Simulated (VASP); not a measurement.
# Pb in VASP: a series of runs

The runs below take Pb through single point, with PBE.

All numbers are computed with VASP 6.6.1; they aren't measurements. Logs are shortened: lines on timing, memory, paths and dates and some standing lists are left out, and cuts for length are marked.

### Step 1. The cell of the first run

The cell holds a sheet with vacuum, 3 atoms: a = 6.266 Å, b = 6.266 Å, c = 23.800 Å, α = 90.00°, β = 90.00°, γ = 120.00°.

### Step 2. Single point, PBE

INCAR reads:

```
ALGO = Normal
DIPOL = 0.5 0.5 0.294
EDIFF = 1E-6
ENCUT = 520
GGA = PE
IDIPOL = 3
ISIF = 2
ISMEAR = 0
LASPH = T
LCHARG = F
LDIPOL = T
LREAL = F
LWAVE = F
NBANDS = 28
NELM = 100
PREC = Accurate
SIGMA = 0.1
```

KPOINTS reads:

```
k-points
0
Gamma
  12 12 1
```

POSCAR reads:

```
Pb
1.0
    6.2664316480      0.0000002459      0.0000000000
   -3.1332160369      5.4268888753      0.0000000000
    0.0000000000      0.0000000000     23.8000000000
Pb
3
Direct
    0.0000000000      0.5000000000      0.2941176471
    0.5000000000      0.0000000000      0.2941176471
    0.5000000000      0.5000000000      0.2941176471
```

Potentials or basis: VASP PAW PBE potentials, release 64 (Pb_d).

Command:

```bash
cat potpaw_PBE.64/Pb_d/POTCAR > POTCAR
mpirun -np 1 vasp_std > vasp.out
```

OUTCAR:

```text
EDIFF = 1E-6
   ENCUT = 520
   GGA = PE
   ISIF = 2
   ISMEAR = 0
   LASPH = T
   LREAL = F
   NELM = 100
   PREC = Accurate

 ion  position               nearest neighbor table
   1  0.000  0.500  0.294-   3 3.13   3 3.13   2 3.13   2 3.13
   2  0.500  0.000  0.294-   3 3.13   3 3.13   1 3.13   1 3.13
   3  0.500  0.500  0.294-   2 3.13   2 3.13   1 3.13   1 3.13

  LATTYP: Found a hexagonal cell.
 ALAT       =     6.2664316480
 C/A-ratio  =     3.7980147773

  Lattice vectors:

 A1 = (   6.2664316480,   0.0000002459,   0.0000000000)
 A2 = (  -3.1332160369,   5.4268888753,   0.0000000000)
 A3 = (   0.0000000000,   0.0000000000,  23.8000000000)

Analysis of symmetry for initial positions (statically):
=====================================================================
 Subroutine PRICEL returns:
 Original cell was already a primitive cell.

 Routine SETGRP: Setting up the symmetry group for a
 hexagonal supercell.

 Subroutine GETGRP returns: Found 24 space group operations
 (whereof 12 operations were pure point group operations)
 out of a pool of 24 trial point group operations.

The static configuration has the point symmetry C_6v.
 The point group associated with its full space group is D_6h.

Analysis of symmetry for dynamics (positions and initial velocities):
=====================================================================
 Subroutine PRICEL returns:
 Original cell was already a primitive cell.

 Routine SETGRP: Setting up the symmetry group for a
 hexagonal supercell.

 Subroutine GETGRP returns: Found 24 space group operations
 (whereof 12 operations were pure point group operations)
 out of a pool of 24 trial point group operations.

The dynamic configuration has the point symmetry C_6v.
 The point group associated with its full space group is D_6h.

 Subroutine INISYM returns: Found 24 space group operations
 (whereof 12 operations are pure point group operations),
 and found     1 'primitive' translations

----------------------------------------------------------------------------------------

                                     Primitive cell

  volume of cell :     809.3720

  direct lattice vectors                    reciprocal lattice vectors
     6.266431648  0.000000246  0.000000000     0.159580449  0.092133824  0.000000000
    -3.133216037  5.426888875  0.000000000    -0.000000007  0.184267635  0.000000000
     0.000000000  0.000000000 23.800000000     0.000000000  0.000000000  0.042016807

  length of vectors
     6.266431648  6.266431648 23.800000000     0.184267635  0.184267635  0.042016807

  position of ions in fractional coordinates (direct lattice)
     0.000000000  0.500000000  0.294117647
     0.500000000  0.000000000  0.294117647
     0.500000000  0.500000000  0.294117647

  ion indices of the primitive-cell ions
   primitive index   ion index
                 1           1
                 2           2
                 3           3

----------------------------------------------------------------------------------------

 KPOINTS: k-points

Automatic generation of k-mesh.
 Grid dimensions read from file:
 generate k-points for:   12   12    1

 Generating k-lattice:

  Cartesian coordinates                     Fractional coordinates (reciprocal lattice)
     0.013298371  0.007677819  0.000000000     0.083333333  0.000000000  0.000000000
    -0.000000001  0.015355636  0.000000000     0.000000000  0.083333333  0.000000000
     0.000000000  0.000000000  0.042016807     0.000000000  0.000000000  1.000000000

  Length of vectors
     0.015355636  0.015355636  0.042016807

  Shift w.r.t. Gamma in fractional coordinates (k-lattice)
     0.000000000  0.000000000  0.000000000

 Subroutine IBZKPT returns following result:
 ===========================================

 Found     19 irreducible k-points:

 Following reciprocal coordinates:
            Coordinates               Weight
  0.000000  0.000000  0.000000      1.000000
  0.083333 -0.000000  0.000000      6.000000
  0.166667 -0.000000  0.000000      6.000000
  0.250000 -0.000000  0.000000      6.000000
  0.333333 -0.000000  0.000000      6.000000
  0.416667  0.000000  0.000000      6.000000
[... 11 lines left out ...]
  0.333333  0.250000  0.000000     12.000000
  0.333333  0.333333  0.000000      2.000000
   k-points           NKPTS =     19   k-points in BZ     NKDIM =     19   number of bands    NBANDS=     28
   number of dos      NEDOS =    301   number of ions     NIONS =      3
   total plane-waves  NPLWV = 414720
   dimension x,y,z NGX =    48 NGY =   48 NGZ =  180
   dimension x,y,z NGXF=    96 NGYF=   96 NGZF=  360
   ions per type =               3
   NGX,Y,Z   is equivalent  to a cutoff of  12.73, 12.73, 12.57 a.u.
   NGXF,Y,Z  is equivalent  to a cutoff of  25.47, 25.47, 25.15 a.u.
 SYSTEM =  unknown system
   PREC   = accura    normal or accurate (medium, high low for compatibility)
   ISTART =      0    job   : 0-new  1-cont  2-samecut
[... 31 lines left out ...]
   LORBIT       =      0    0 simple, 1 ext, 2 COOP (PROOUT), +10 PAW based schemes
   GGA     = PE    functional components
   LHFCALC =     F    Hartree Fock is set to
   AEXX    =    0.0000 exact exchange contribution
   IVDW    =     0    specifies the selected vdW correction
   LEPSILON=     F    determine dielectric tensor
   LRPA    =     F    only Hartree local field effects (RPA)
 non-spin polarized calculation
 Gauss-broadening in eV      SIGMA  =   0.10
  energy-cutoff  :      520.00
  volume of cell :      809.37
 maximum number of plane-waves:     21848
 NGX is ok and might be reduce to    48
   NGX = 23   NGY = 23   NGZ = 89

 dipolmoment           0.000000      0.000000     -0.000000 electrons x Angstroem

 number of electron      42.0000005 magnetization

 dipolmoment           0.000000      0.000000      0.000004 electrons x Angstroem

 Free energy of the ion-electron system (eV)
  ---------------------------------------------------
  ext. energy  EPLUGINS =         0.00000000
  ---------------------------------------------------
  free energy    TOTEN  =        -8.60481910 eV

  energy without entropy =       -8.58909561  energy(sigma->0) =       -8.59695736

 E-fermi :  -2.8088     XC(G=0):  -1.8072

 val. band max:       -2.8380775657   @ k =   0.3333   0.1667   0.0000
 cond. band min:      -2.7913682172   @ k =   0.3333   0.0833   0.0000
 fundamental gap:      0.0467093486
 Fermi energy:        -2.8087749872

 k-point     1 :       0.0000    0.0000    0.0000
  band No.  band energies     occupation
      1     -20.1453      2.00000
      2     -20.0158      2.00000
      3     -20.0158      2.00000
      4     -19.8964      2.00000
      5     -19.7817      2.00000
      6     -19.7739      2.00000
[... 20 lines left out ...]
     27       1.2330      0.00000
     28       1.4546      0.00000

 k-point     2 :       0.0833   -0.0000    0.0000
  band No.  band energies     occupation
      1     -20.1361      2.00000
      2     -20.0130      2.00000
      3     -20.0048      2.00000
      4     -19.8924      2.00000
      5     -19.7794      2.00000
      6     -19.7733      2.00000
[... 20 lines left out ...]
     27       1.3010      0.00000
     28       1.5135      0.00000

 k-point     3 :       0.1667   -0.0000    0.0000
  band No.  band energies     occupation
      1     -20.1113      2.00000
      2     -20.0031      2.00000
      3     -19.9725      2.00000
      4     -19.8810      2.00000
      5     -19.7726      2.00000
      6     -19.7715      2.00000
[... 20 lines left out ...]
     27       1.4628      0.00000
     28       1.7268      0.00000

 k-point     4 :       0.2500   -0.0000    0.0000
  band No.  band energies     occupation
      1     -20.0804      2.00000
      2     -19.9795      2.00000
      3     -19.9212      2.00000
      4     -19.8641      2.00000
      5     -19.7672      2.00000
      6     -19.7616      2.00000
[... 423 lines left out ...]
     27       1.9634      0.00000
     28       2.1047      0.00000

 k-point    18 :       0.3333    0.2500    0.0000
  band No.  band energies     occupation
      1     -19.9541      2.00000
      2     -19.8943      2.00000
      3     -19.8158      2.00000
      4     -19.7981      2.00000
      5     -19.7579      2.00000
      6     -19.7285      2.00000
[... 20 lines left out ...]
     27       1.5839      0.00000
     28       1.9766      0.00000

 k-point    19 :       0.3333    0.3333    0.0000
  band No.  band energies     occupation
      1     -19.9013      2.00000
      2     -19.8841      2.00000
      3     -19.8841      2.00000
      4     -19.7752      2.00000
      5     -19.7752      2.00000
      6     -19.7368      2.00000
[... 20 lines left out ...]
     27       1.8434      0.00000
     28       1.8435      0.00000

------------------------ aborting loop because EDIFF is reached ----------------------------------------

 vacuum level on the upper side and lower side of the slab       (xc-potential included)        -0.006        -0.006

  FORCE on cell =-STRESS in cart. coord.  units (eV):
  Direction    XX          YY          ZZ          XY          YZ          ZX
  --------------------------------------------------------------------------------------
  -------------------------------------------------------------------------------------
  Total       -0.0310377     -0.0310377     -0.0457754     -0.0000000      0.0000000     -0.0000000
  in kB       -0.0614400     -0.0614400     -0.0906138     -0.0000000      0.0000000     -0.0000000
  external PRESSURE =      -0.0711646 kB  Pullay stress =       0.0000000 kB

 VOLUME and BASIS-vectors are now :
 -----------------------------------------------------------------------------
  energy-cutoff  :      520.00
  volume of cell :      809.37
      direct lattice vectors                 reciprocal lattice vectors
     6.266431648  0.000000246  0.000000000     0.159580449  0.092133824  0.000000000
    -3.133216037  5.426888875  0.000000000    -0.000000007  0.184267635  0.000000000
     0.000000000  0.000000000 23.800000000     0.000000000  0.000000000  0.042016807

 POSITION                                       TOTAL-FORCE (eV/Angst)
 -----------------------------------------------------------------------------------
     -1.56661      2.71344      7.00000         0.000000     -0.000000     -0.000000
      3.13322      0.00000      7.00000         0.000000      0.000000     -0.000000
      1.56661      2.71344      7.00000        -0.000000      0.000000      0.000000
 -----------------------------------------------------------------------------------
    total drift:                                0.000000      0.000000      0.000135

  FREE ENERGIE OF THE ION-ELECTRON SYSTEM (eV)
  ---------------------------------------------------
  free  energy   TOTEN  =        -8.6048191049 eV

  energy  without entropy=       -8.5890956071  energy(sigma->0) =       -8.59695736

 vacuum level on the upper side and lower side of the slab         1.269         1.269
```

Wall time 6.9 min (1 thread of Intel Xeon 6975P-C (Granite Rapids), shared host); peak memory 0.92 GiB.

What came out:

| Property | Result |
| --- | --- |
| Free energy | -8.6048 eV |
| Band gap on the k mesh | zero (band 21 reaches -2.35 eV, above the bottom of band 22 at -4.00 eV) |

Caveat: spin-orbit coupling is left out, which moves the levels of the heavy elements.

### Step 3. Single point, PBE

This run uses another cell than the first one, of 287.51 Å³/atom, 1.066 times its volume.

INCAR reads:

```
  ALGO = Normal
  DIPOL = 0.5 0.5 0.294
  EDIFF = 1E-7
  ENCUT = 520
  GGA = PE
  IDIPOL = 3
  ISIF = 2
  ISMEAR = 0
  LASPH = T
  LCHARG = F
  LDIPOL = T
  LREAL = F
  LWAVE = F
  NBANDS = 28
  NELM = 100
  PREC = Accurate
  SIGMA = 0.1
```

KPOINTS is that of step 2.

POSCAR reads:

```
Pb
1.0
    6.4689038778      0.0000002538      0.0000000000
   -3.2344521587      5.6022349659      0.0000000000
    0.0000000000      0.0000000000     23.8000000000
Pb
3
Direct
    0.0000000000      0.5000000000      0.2941176471
    0.5000000000      0.0000000000      0.2941176471
    0.5000000000      0.5000000000      0.2941176471
```

Potentials or basis: VASP PAW PBE potentials, release 64 (Pb_d).

Command:

```bash
cat potpaw_PBE.64/Pb_d/POTCAR > POTCAR
mpirun -np 1 vasp_std > vasp.out
```

Run time: 10 min. Hardware: 1 thread of Intel Xeon 6975P-C (Granite Rapids), shared host; peak memory 0.97 GiB.

The run converged. Its results:

| Property | Result |
| --- | --- |
| Free energy | -8.5285 eV |
| Band gap on the k mesh | zero (band 21 reaches -2.42 eV, above the bottom of band 22 at -3.98 eV) |

Levels at points of the mesh, in eV from the Fermi level:
```tsv
k point	band 19	band 20	band 21	band 22	band 23	band 24
(0.00, 0.00, 0.00)	-3.08	-1.22	-1.00	-1.00	2.05	2.05
(0.50, 0.00, 0.00)	-1.80	-0.42	0.41	1.35	1.54	1.88
```

Caveat: spin-orbit coupling is left out, which moves the levels of the heavy elements.

### Step 4. Single point, PBE

INCAR reads:

```
PREC     = Accurate       # precision mode
ENCUT    = 520            # plane-wave cutoff, eV
EDIFF    = 1E-6           # SCF threshold, eV
ISMEAR   = 0              # smearing method
SIGMA    = 0.1            # smearing width, eV
LREAL    = F              # projectors in reciprocal space
LASPH    = T              # aspherical terms in the spheres
NELM     = 100            # most SCF steps
ALGO     = Normal         # electronic algorithm
ISIF     = 2              # what is computed and relaxed
LWAVE    = F              # write WAVECAR
LCHARG   = T              # write CHGCAR
LDIPOL   = T            
IDIPOL   = 3            
DIPOL    = 0.5 0.5 0.294
GGA      = PE             # functional
LELF     = T              # ELF
LVHAR    = T            
LVACPOTAV= T            
NBANDS   = 28             # bands
```

KPOINTS reads:

```
regular mesh
0
Gamma
  12 12 1
```

POSCAR reads:

```
Pb
1.0
    6.2664316480      0.0000002459      0.0000000000
   -3.1332160369      5.4268888753      0.0000000000
    0.0000000000      0.0000000000     23.8000000000
Pb
3
Direct
    0.0000000000      0.5000000000      0.2941176471
    0.5000000000      0.0000000000      0.2941176471
    0.5000000000      0.5000000000      0.2941176471
```

Command:

```bash
cat potpaw_PBE.64/Pb_d/POTCAR > POTCAR
mpirun -np 1 vasp_std > vasp.out
```

Wall time 8.2 min (1 thread of Intel Xeon 6975P-C (Granite Rapids), shared host); peak memory 0.91 GiB.

Results (log left out):

* Free energy: -8.6048 eV
* Band gap on the k mesh: zero (band 21 reaches -2.35 eV, above the bottom of band 22 at -4.00 eV)

Levels at points of the mesh, in eV from the Fermi level:
```csv
k point,band 17,band 18,band 19,band 20,band 21,band 22,band 23,band 24,band 25,band 26
"(0.00, 0.00, 0.00)",-6.44,-6.44,-3.44,-1.50,-1.19,-1.19,2.13,2.13,2.95,3.87
"(0.50, 0.00, 0.00)",-8.59,-6.73,-2.05,-0.61,0.28,1.57,1.71,1.94,2.07,2.22
```

Caveat: spin-orbit coupling is left out, which moves the levels of the heavy elements.

### Step 5. Single point, PBE

INCAR reads:

```
SYSTEM = Pb
ALGO = Normal
DIPOL = 0.5 0.5 0.294
EDIFF = 1E-6
ENCUT = 520
GGA = PE
IDIPOL = 3
ISIF = 2
ISMEAR = 0
LASPH = .TRUE.
LCHARG = .FALSE.
LDIPOL = .TRUE.
LREAL = .FALSE.
LWAVE = .FALSE.
NBANDS = 28
NELM = 100
PREC = Accurate
SIGMA = 0.1
```

KPOINTS reads:

```
k-points
0
G
  12 12 1
  0 0 0
```

POSCAR is that of step 4.

Command:

```bash
cat potpaw_PBE.64/Pb_d/POTCAR > POTCAR
mpirun -np 1 vasp_std > vasp.out
```

It took 8.1 min on 1 thread of Intel Xeon 6975P-C (Granite Rapids), shared host; peak memory 0.91 GiB.

Results (log left out):

| Item | Value |
| --- | --- |
| Free energy | -8.6048 eV |
| Band gap on the k mesh | zero (band 21 reaches -2.35 eV, above the bottom of band 22 at -4.00 eV) |

Levels at points of the mesh, in eV from the Fermi level:
```
           k point  band 18  band 19  band 20  band 21  band 22  band 23  band 24  band 25
(0.00, 0.00, 0.00)    -6.44    -3.44    -1.50    -1.19    -1.19     2.13     2.13     2.95
(0.50, 0.00, 0.00)    -6.73    -2.05    -0.61     0.28     1.57     1.71     1.94     2.07
```

Caveat: spin-orbit coupling is left out, which moves the levels of the heavy elements.

### Step 6. Single point, PBE

This run uses another cell than the first one, of 218.84 Å³/atom, 0.811 times its volume.

INCAR reads:

```
ALGO = Normal
DIPOL = 0.5 0.5 0.500
EDIFF = 1E-6
ENCUT = 520
GGA = PE
IDIPOL = 3
ISIF = 2
ISMEAR = 0
LASPH = True
LCHARG = False
LDIPOL = True
LREAL = False
LWAVE = False
NBANDS = 28
NELM = 60
PREC = Accurate
SIGMA = 0.1
```

KPOINTS reads:

```
k-points
0
Gamma
  3 3 1
```

POSCAR reads:

```
Pb
1.0
    7.3586650000      0.0000000000      0.0000000000
   -3.6793330000      6.3727910000      0.0000000000
    0.0000000000      0.0000000000     14.0000000000
Pb
3
Direct
    0.0000000000      0.5000000000      0.5000000000
    0.5000000000      0.0000000000      0.5000000000
    0.5000000000      0.5000000000      0.5000000000
```

Potentials or basis: VASP PAW PBE potentials, release 64 (Pb_d).

Command:

```bash
cat potpaw_PBE.64/Pb_d/POTCAR > POTCAR
mpirun -np 1 vasp_std > vasp.out
```

Run time: 83 s. Hardware: 1 thread of Intel Xeon 6975P-C, shared host; peak memory 0.64 GiB.

Results (log left out):

```
Free energy            : -6.9743 eV
Band gap on the k mesh : zero (band 21 reaches -2.57 eV, above the bottom of band 22 at -3.05 eV)
```

Levels at points of the mesh, in eV from the Fermi level:
| k point | band 18 | band 19 | band 20 | band 21 | band 22 | band 23 | band 24 | band 25 |
| --- | --- | --- | --- | --- | --- | --- | --- | --- |
| (0.00, 0.00, 0.00) | -7.19 | -1.94 | -0.56 | -0.53 | -0.53 | 1.48 | 1.48 | 3.03 |

Caveat: spin-orbit coupling is left out, which moves the levels of the heavy elements.

### Step 7. Single point, PBE

This run uses another cell than the first one, of 287.51 Å³/atom, 1.066 times its volume.

INCAR reads:

```
SYSTEM = Pb
  PREC = Accurate
  ENCUT = 520
  EDIFF = 1E-6
  ISMEAR = 0
  SIGMA = 0.1
  LREAL = .False.
  LASPH = .True.
  NELM = 60
  ALGO = Normal
  ISIF = 2
  LWAVE = .False.
  LCHARG = .True.
  LDIPOL = .True.
  IDIPOL = 3
  DIPOL = 0.5 0.5 0.294
  GGA = PE
  LELF = .True.
  LVHAR = .True.
  LVACPOTAV = .True.
  NBANDS = 28
```

KPOINTS reads:

```
Automatic mesh
0
Gamma
  3 3 1
  0 0 0
```

POSCAR reads:

```
Pb
1.0
    6.4689038778      0.0000002538      0.0000000000
   -3.2344521587      5.6022349659      0.0000000000
    0.0000000000      0.0000000000     23.8000000000
Pb
3
Direct
    0.0000000000      0.5000000000      0.2941176471
    0.5000000000      0.0000000000      0.2941176471
    0.5000000000      0.5000000000      0.2941176471
```

Command:

```bash
cat potpaw_PBE.64/Pb_d/POTCAR > POTCAR
mpirun -np 1 vasp_std > vasp.out
```

Wall time 2.3 min (1 thread of Intel Xeon 6975P-C, shared host); peak memory 0.79 GiB.

It converged, with:

| Quantity | Value |
| --- | --- |
| Free energy | -7.8210 eV |
| Band gap on the k mesh | zero (band 21 reaches -2.97 eV, above the bottom of band 22 at -3.93 eV) |
| Work function of the upper face | 4.15 eV |
| Work function of the lower face | 4.15 eV |

Levels at points of the mesh, in eV from the Fermi level:
| k point | band 18 | band 19 | band 20 | band 21 | band 22 | band 23 | band 24 | band 25 |
| --- | --- | --- | --- | --- | --- | --- | --- | --- |
| (0.00, 0.00, 0.00) | -6.54 | -2.99 | -1.20 | -0.98 | -0.98 | 2.06 | 2.06 | 3.02 |

Caveat: the k points lie up to 0.37 Å⁻¹ apart; spin-orbit coupling is left out, which moves the levels of the heavy elements.

### Step 8. The runs side by side

```csv
cell,k mesh,gap on the mesh (eV)
"a = 6.266, b = 6.266, c = 23.800 Å, angles 90.0, 90.0, 120.0°, 3 atoms",12 × 12 × 1,none
"a = 6.469, b = 6.469, c = 23.800 Å, angles 90.0, 90.0, 120.0°, 3 atoms",12 × 12 × 1,none
"a = 7.359, b = 7.359, c = 14.000 Å, angles 90.0, 90.0, 120.0°, 3 atoms",3 × 3 × 1,none
"a = 6.469, b = 6.469, c = 23.800 Å, angles 90.0, 90.0, 120.0°, 3 atoms",3 × 3 × 1,none
```

Alike in all rows: task single point; level PBE; potentials or basis VASP PAW PBE potentials, release 64 (Pb_d); no spin polarisation; cutoff (eV) 520; smearing gaussian 0.1 eV.

Caveats: some runs use coarse meshes; spin-orbit coupling is left out, which moves the levels of the heavy elements.

Absolute energies hang on the potentials; compare differences alone.
